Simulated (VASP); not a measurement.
AgCl (Chlorargyrite), 2 atoms in the cell. The structure is orthorhombic, space group Imm2 (No. 44). Conventional cell: a = 3.868 Å, b = 5.470 Å, c = 3.868 Å, α = 90.00°, β = 90.00°, γ = 90.00°. Within 3.6 Å of Ag (site symmetry mm2) lie 6 Cl at 2.71 to 2.76 Å. Within 3.6 Å of Cl (site symmetry mm2) lie 6 Ag at 2.71 to 2.76 Å. 

| Item | Value |
| --- | --- |
| Program | VASP 6.6.1 |
| Task | single point |
| Functional | r2SCAN |
| Dispersion | D4 |
| Potentials or basis | VASP PAW PBE potentials, release 64 (Ag, Cl) |
| Cutoff | 520 eV |
| k mesh | 3 × 3 × 3 |
| Occupations | gaussian, width 0.01 eV |
| Spin | no spin polarisation |
| Dipole correction | no |
| Further INCAR settings | ALGO = Normal; EDIFF = 1e-07; NBANDS = 16 |

Potentials or basis: VASP PAW PBE potentials, release 64 (Ag, Cl).

Command:

```console
$ cat potpaw_PBE.64/Ag/POTCAR potpaw_PBE.64/Cl/POTCAR > POTCAR
$ cp INCAR.step1 INCAR
$ mpirun -np 1 vasp_std > vasp.out
$ cp INCAR.step2 INCAR
$ mpirun -np 1 vasp_std > vasp.out
```

Hardware: 1 thread of Intel(R) Xeon(R) Platinum 8488C (Sapphire Rapids), with other jobs on the host.

**Question.** How long does it take, and how much memory?

**Answer.** It took 30 s on 1 thread of Intel(R) Xeon(R) Platinum 8488C (Sapphire Rapids) (shared host), peak memory 0.17 GiB. Counts: k points 8.
